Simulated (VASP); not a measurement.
Set up this calculation in VASP 6.6.1, as the native input.

```yaml
Task: single point
Functional: PBE
Potentials_or_basis: VASP PAW PBE potentials, release 64 (P)
Cutoff: 520 eV
k_mesh: 9 × 9 × 5
Occupations: gaussian, width 0.05 eV
Spin: no spin polarisation
Dipole_correction: no
Further_INCAR_settings: ALGO = Normal; EDIFF = 1e-06; NBANDS = 12
```

The structure of P lies in POSCAR:

```
P
1.0
    2.4246941115      0.0000000000      0.0000000000
    0.0000000000      2.4385351442      0.0000000000
   -0.0203144631      0.0000000000      4.8524328982
P
2
Direct
    0.9999999700      0.0000000000      0.2505746400
    0.0000000300      0.0000000000      0.7494253600
```

This isn't the form of P at room conditions, which is orthorhombic.

These files were run (other wordings do the same):

INCAR

```
PREC = Accurate
ENCUT = 520
EDIFF = 1E-6
ISMEAR = 0
SIGMA = 0.05
LREAL = F
LASPH = T
NELM = 80
ALGO = Normal
ISIF = 2
LWAVE = F
LCHARG = T
GGA = PE
LELF = T
LVHAR = T
NBANDS = 12
```

KPOINTS

```
Automatic mesh
0
Gamma
  9 9 5
```

Potentials or basis: VASP PAW PBE potentials, release 64 (P).

Command:

```bash
$ cat potpaw_PBE.64/P/POTCAR > POTCAR
$ mpirun -np 1 vasp_std > vasp.out
```

It gave:

| Item | Value |
| --- | --- |
| Pressure | 2.1 GPa |
| Band gap on the k mesh | zero (bands 5 and 6 overlap by 8.68 eV) |

Wall time 9.5 s on 1 thread of Intel(R) Xeon(R) 6975P-C (Granite Rapids), on a shared host, peak memory 0.14 GiB.
